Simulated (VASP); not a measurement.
TlAu (L10 type):

```xyz
2
Lattice="3.2595 0.0000 0.0000 0.0000 3.2595 0.0000 0.0000 0.0000 4.4329" Properties=species:S:1:pos:R:3 pbc="T T T"
Au    0.0000    0.0000    0.0000
Tl    1.6298    1.6298    2.2165
```

- Program: VASP 6.6.1
- Task: relaxation of cell and atoms
- Functional: PBEsol
- Potentials or basis: VASP PAW PBE potentials, release 64 (Au, Tl_d)
- Cutoff: 600 eV
- k mesh: 10 × 10 × 8
- Occupations: fermi-dirac, width 0.05 eV
- Spin: no spin polarisation

At the start: pressure -3.8 GPa; volume 23.55 Å³/atom.

**Question.** Where does the relaxation end?

**Answer.** Over 21 steps the energy falls by 53.0 meV/atom and the volume is 21.99 Å³/atom (-6.6 %); space group P4/mmm (No. 123, to 0.1 Å) before and after.

The path:
```csv
step,energy change (eV),largest force (eV/Å),pressure (GPa),volume (Å³)
1,0.0000,0.0000,-3.84,47.10
2,-0.0556,0.0000,0.60,43.35
3,-0.0557,0.0000,0.48,43.43
4,-0.0648,0.0000,0.40,43.49
5,-0.0874,0.0000,0.24,43.62
6,-0.1168,0.0000,0.72,43.56
7,-0.0871,0.0000,3.26,42.09
8,-0.0922,0.0000,2.34,42.61
9,-0.0934,0.0000,1.83,42.92
10,-0.0944,0.0000,0.87,43.53
11,-0.0943,0.0000,0.75,43.62
12,-0.0954,0.0000,0.70,43.65
13,-0.0992,0.0000,0.59,43.71
14,-0.1057,0.0000,0.24,43.82
15,-0.1058,0.0000,0.16,43.85
16,-0.1059,0.0000,0.15,43.84
17,-0.1059,0.0000,0.17,43.83
18,-0.1059,0.0000,0.04,43.94
19,-0.1059,0.0000,0.06,43.91
20,-0.1059,0.0000,0.04,43.93
21,-0.1059,0.0000,-0.03,43.97
```

Final structure:
```yaml
crystal:
  lattice:
    - [3.72531, 0.00000, 0.00000]
    - [0.00000, 3.72531, 0.00000]
    - [0.00000, 0.00000, 3.16842]
  atoms:
    - { symbol: Au, position: [0.00000, 0.00000, 0.00000] }
    - { symbol: Tl, position: [0.50000, 0.50000, 0.50000] }
```

Caveat: a cell axis changed by over 15 % at a fixed basis, so the end point is rough; the PAW data sets were made with another functional, which shifts forces and pressure a little.
